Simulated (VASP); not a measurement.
A run of VASP 6.6.1 is set up as follows.

The input INCAR:

```
SYSTEM = NbTe8Mo3
ALGO = Normal
EDIFF = 1E-6
ENCUT = 500
GGA = PE
GGA_COMPAT = .False.
ISIF = 2
ISMEAR = 0
ISPIN = 2
LASPH = .True.
LCHARG = .False.
LMAXMIX = 4
LORBIT = 11
LREAL = .False.
LWAVE = .False.
MAGMOM = 1 0 0 0 0 0 0 0 0 1 1 1
NBANDS = 68
NELM = 200
PREC = Accurate
SIGMA = 0.1
```

File KPOINTS:

```
k-points
0
Gamma
  3 3 2
  0 0 0
```

File POSCAR:

```
NbTe8Mo3
1.0
    7.1038208129      0.0000000000      0.0000000000
   -3.5519104064      6.1520892879      0.0000000000
    0.0000000000      0.0000000000      7.7099860140
Nb Te Mo
1 8 3
Direct
    0.0000000000      0.0000000000      0.0000000000
    0.3333333333      0.6666666667      0.7635488701
    0.3374779848      0.1687389924      0.7584732503
    0.8312610076      0.6625220152      0.7584732503
    0.8312610076      0.1687389924      0.7584732503
    0.1687389924      0.8312610076      0.2415267497
    0.1687389924      0.3374779848      0.2415267497
    0.6625220152      0.8312610076      0.2415267497
    0.6666666667      0.3333333333      0.2364511299
    0.0000000000      0.5000000000      0.0000000000
    0.5000000000      0.5000000000      0.0000000000
    0.5000000000      0.0000000000      0.0000000000
```

Potentials or basis: VASP PAW PBE potentials, release 64 (Nb_sv, Te, Mo_sv).

The run is started by

```bash
$ cat potpaw_PBE.64/Nb_sv/POTCAR potpaw_PBE.64/Te/POTCAR potpaw_PBE.64/Mo_sv/POTCAR > POTCAR
$ mpirun -np 1 vasp_std > vasp.out
```

(1) Predict the net moment.

(2) Predict the pressure.

(3) Estimate the largest force.

## Answers

(1) 0.00 μB per cell.

(2) 0.1 GPa.

(3) 0.030 eV/Å.

Caveat: the k points lie up to 0.41 Å⁻¹ apart; this functional lacks dispersion, which binds layers or chains, so the pressure and a relaxed spacing across them are unreliable.
